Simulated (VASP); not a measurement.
# P (Cmce) in VASP: single point with PBE

Aim: the single point of P with PBE.

Everything below comes from runs of VASP 6.6.1. Logs are shortened: lines on timing, memory, paths and dates and some standing lists are left out, and cuts for length are marked.

**1. The cell of the first run**

Symmetry: Cmce, No. 64, orthorhombic system. Conventional cell: a = 3.309 Å, b = 11.281 Å, c = 4.562 Å, α = 90.00°, β = 90.00°, γ = 90.00°. P (site symmetry m) has 3 P at 2.23 to 2.26 Å within 2.9 Å.

**2. Single point, PBE**

Input file INCAR:

```
PREC = Accurate
ENCUT = 520
EDIFF = 1E-6
ISMEAR = 0
SIGMA = 0.1
LREAL = False
LASPH = True
NELM = 60
ALGO = Normal
ISIF = 2
LWAVE = False
LCHARG = False
GGA = PE
NBANDS = 18
```

Input file KPOINTS:

```
Automatic mesh
0
Gamma
  14 14 10
```

Input file POSCAR:

```
P
1.0
    1.6547350354     -5.6406572699      0.0000000000
    1.6547350354      5.6406572699      0.0000000000
    0.0000000000      0.0000000000      4.5619392284
P
4
Direct
    0.9059108238      0.0940891762      0.0864593059
    0.5940891762      0.4059108238      0.5864593059
    0.0940891762      0.9059108238      0.9135406941
    0.4059108238      0.5940891762      0.4135406941
```

Potentials or basis: VASP PAW PBE potentials, release 64 (P).

Run with:

```console
$ cat potpaw_PBE.64/P/POTCAR > POTCAR
$ mpirun -np 1 vasp_std > vasp.out
```

OUTCAR:

```text
PREC = Accurate
   ENCUT = 520
   EDIFF = 1E-6
   ISMEAR = 0
   LREAL = False
   LASPH = True
   NELM = 60
   ISIF = 2
   GGA = PE

 ion  position               nearest neighbor table
   1  0.906  0.094  0.086-   4 2.23   4 2.23   3 2.26
   2  0.594  0.406  0.586-   3 2.23   3 2.23   4 2.26
   3  0.094  0.906  0.914-   2 2.23   2 2.23   1 2.26
   4  0.406  0.594  0.414-   1 2.23   1 2.23   2 2.26

  LATTYP: Found a base centered orthorhombic cell.
 ALAT       =     3.3094700708
 B/A-ratio  =     3.4087978735
 C/A-ratio  =     1.3784500632

  Lattice vectors:

 A1 = (   1.6547350354,  -5.6406572699,   0.0000000000)
 A2 = (   1.6547350354,   5.6406572699,   0.0000000000)
 A3 = (   0.0000000000,   0.0000000000,   4.5619392284)

Analysis of symmetry for initial positions (statically):
=====================================================================
 Subroutine PRICEL returns:
 Original cell was already a primitive cell.

 Routine SETGRP: Setting up the symmetry group for a
 base centered orthorhombic supercell.

 Subroutine GETGRP returns: Found  8 space group operations
 (whereof  4 operations were pure point group operations)
 out of a pool of  8 trial point group operations.

The static configuration has the point symmetry C_2h.
 The point group associated with its full space group is D_2h.

Analysis of symmetry for dynamics (positions and initial velocities):
=====================================================================
 Subroutine PRICEL returns:
 Original cell was already a primitive cell.

 Routine SETGRP: Setting up the symmetry group for a
 base centered orthorhombic supercell.

 Subroutine GETGRP returns: Found  8 space group operations
 (whereof  4 operations were pure point group operations)
 out of a pool of  8 trial point group operations.

The dynamic configuration has the point symmetry C_2h.
 The point group associated with its full space group is D_2h.

 Subroutine INISYM returns: Found  8 space group operations
 (whereof  4 operations are pure point group operations),
 and found     1 'primitive' translations

----------------------------------------------------------------------------------------

                                     Primitive cell
[... 92 lines left out ...]
   LASPH  =      T    aspherical Exc in radial PAW
   ENCUT  =  520.0 eV  38.22 Ry    6.18 a.u.  10.93 10.93  8.48*2*pi/ulx,y,z
   NELM   =     60;   NELMIN=  2; NELMDL= -5     # of ELM steps
   EDIFF  = 0.1E-05   stopping-criterion for ELM
   LREAL  =      F    real-space projection
   EDIFFG = 0.1E-04   stopping-criterion for IOM
   NSW    =      0    number of steps for IOM
   IBRION =     -1    ionic relax: 0-MD 1-quasi-New 2-CG
   NFREE  =      0    steps in history (QN), initial steepest desc. (CG)
   ISIF   =      2    stress and relaxation
   ISYM   =      2    0-nonsym 1-usesym 2-fastsym
   POTIM  = 0.5000    time-step for ionic-motion
   TEBEG  =    0.0;   TEEND  =   0.0 temperature during run
   PSTRESS=    0.0 pullay stress
   NELECT =      20.0000    total number of electrons
   NUPDOWN=      -1.0000    fix difference up-down
   EMIN   =  10.00;   EMAX   =-10.00  energy-range for DOS
   EFERMI =   0.00;   METHOD = LEGACY
   ISMEAR =     0;   SIGMA  =   0.10  broadening in eV -4-tet -1-fermi 0-gaus
   EFERMI_NEDOS =   21; number of points for ismear=-14 and -15
   IALGO  =     38    algorithm
   IMIX   =      4    mixing-type and parameters
     AMIX     =   0.40;   BMIX     =  1.00
     AMIX_MAG =   1.60;   BMIX_MAG =  1.00
  volume/ion in A,a.u.               =      21.29       143.67
  Fermi-wavevector in a.u.,A,eV,Ry     =   1.010041  1.908700 13.880426  1.020183
  Thomas-Fermi vector in A             =   2.143006
   LORBIT       =      0    0 simple, 1 ext, 2 COOP (PROOUT), +10 PAW based schemes
   GGA     = PE    functional components
   LHFCALC =     F    Hartree Fock is set to
   AEXX    =    0.0000 exact exchange contribution
   IVDW    =     0    specifies the selected vdW correction
   LEPSILON=     F    determine dielectric tensor
   LRPA    =     F    only Hartree local field effects (RPA)
 non-spin polarized calculation
 Gauss-broadening in eV      SIGMA  =   0.10
  energy-cutoff  :      520.00
  volume of cell :       85.16
 maximum number of plane-waves:      2315
 NGX is ok and might be reduce to    48
   NGX = 21   NGY = 21   NGZ = 17

 number of electron      19.9999999 magnetization

 Free energy of the ion-electron system (eV)
  ---------------------------------------------------
  ext. energy  EPLUGINS =         0.00000000
  ---------------------------------------------------
  free energy    TOTEN  =       -21.50924285 eV

  energy without entropy =      -21.50916296  energy(sigma->0) =      -21.50920291

 E-fermi :   5.4108     XC(G=0):  -9.2292

 val. band max:        5.3317684409   @ k =   0.5000   0.5000   0.0000
 cond. band min:       5.4726548667   @ k =   0.5000   0.5000   0.0000
 fundamental gap:      0.1408864258
 Fermi energy:         5.4108368881

 k-point     1 :       0.0000    0.0000    0.0000
  band No.  band energies     occupation
      1     -10.1285      2.00000
      2      -7.4780      2.00000
      3      -4.2460      2.00000
      4      -1.1244      2.00000
      5       0.3599      2.00000
      6       0.5945      2.00000
[... 481 lines left out ...]
      5      -0.2446      2.00000
      6       0.0639      2.00000
[... 10 lines left out ...]
     17      11.6058      0.00000
     18      12.3743      0.00000

 [... further k-points ...]

------------------------ aborting loop because EDIFF is reached ----------------------------------------

  FORCE on cell =-STRESS in cart. coord.  units (eV):
  Direction    XX          YY          ZZ          XY          YZ          ZX
  --------------------------------------------------------------------------------------
  -------------------------------------------------------------------------------------
  Total       -0.1593445     -0.1471208     -0.1684705      0.0000000      0.0000000      0.0000000
  in kB       -2.9978515     -2.7678777     -3.1695438      0.0000000      0.0000000      0.0000000
  external PRESSURE =      -2.9784243 kB  Pullay stress =       0.0000000 kB

 VOLUME and BASIS-vectors are now :
 -----------------------------------------------------------------------------
  energy-cutoff  :      520.00
  volume of cell :       85.16
      direct lattice vectors                 reciprocal lattice vectors
     1.654735035 -5.640657270  0.000000000     0.302163180 -0.088642152  0.000000000
     1.654735035  5.640657270  0.000000000     0.302163180  0.088642152  0.000000000
     0.000000000  0.000000000  4.561939228     0.000000000  0.000000000  0.219205024

 POSITION                                       TOTAL-FORCE (eV/Angst)
 -----------------------------------------------------------------------------------
      1.65474     -4.57921      0.39442         0.000000     -0.036873      0.034583
      1.65474     -1.06145      2.67539         0.000000      0.036873      0.034583
      1.65474      4.57921      4.16752         0.000000      0.036873     -0.034583
      1.65474      1.06145      1.88655         0.000000     -0.036873     -0.034583
 -----------------------------------------------------------------------------------
    total drift:                               -0.000000     -0.000000      0.000000

  FREE ENERGIE OF THE ION-ELECTRON SYSTEM (eV)
  ---------------------------------------------------
  free  energy   TOTEN  =       -21.5092428470 eV

  energy  without entropy=      -21.5091629644  energy(sigma->0) =      -21.50920291
```

OSZICAR:

```text
N       E                     dE             d eps       ncg     rms          rms(c)
DAV:   1     0.594518167233E+02    0.59452E+02   -0.81217E+03 12312   0.930E+02
DAV:   2    -0.176905223190E+02   -0.77142E+02   -0.74050E+02 16196   0.149E+02
DAV:   3    -0.216179566337E+02   -0.39274E+01   -0.38984E+01 16314   0.343E+01
DAV:   4    -0.216648011563E+02   -0.46845E-01   -0.46803E-01 16052   0.444E+00
DAV:   5    -0.216657437076E+02   -0.94255E-03   -0.94244E-03 15976   0.604E-01    0.998E+00
DAV:   6    -0.215547642790E+02    0.11098E+00   -0.58670E-02 14646   0.124E+00    0.592E+00
DAV:   7    -0.215087450766E+02    0.46019E-01   -0.10734E-01 14802   0.171E+00    0.269E-01
DAV:   8    -0.215090687268E+02   -0.32365E-03   -0.10496E-02 13916   0.576E-01    0.138E-01
DAV:   9    -0.215091797940E+02   -0.11107E-03   -0.42669E-04 16396   0.123E-01    0.792E-02
DAV:  10    -0.215092278015E+02   -0.48008E-04   -0.61928E-05 15030   0.421E-02    0.333E-02
DAV:  11    -0.215092420535E+02   -0.14252E-04   -0.18601E-05 14456   0.281E-02    0.921E-03
DAV:  12    -0.215092428470E+02   -0.79351E-06   -0.84604E-07 10102   0.548E-03
   1 F= -.21509243E+02 E0= -.21509203E+02  d E =-.798826E-04
```

Wall time 8.5 min (1 thread of Intel Xeon Platinum 8259CL at 2.50GHz (Skylake/Cascade Lake), shared host); peak memory 0.52 GiB.

What came out:

* Free energy: -21.5092 eV
* Pressure: -0.3 GPa
* Largest force: 0.051 eV/Å
* Band gap on the k mesh: 0.14 eV

Forces on the atoms (eV/Å):
```
P    0.000 -0.037  0.035
P    0.000  0.037  0.035
P    0.000  0.037 -0.035
P    0.000 -0.037 -0.035
```
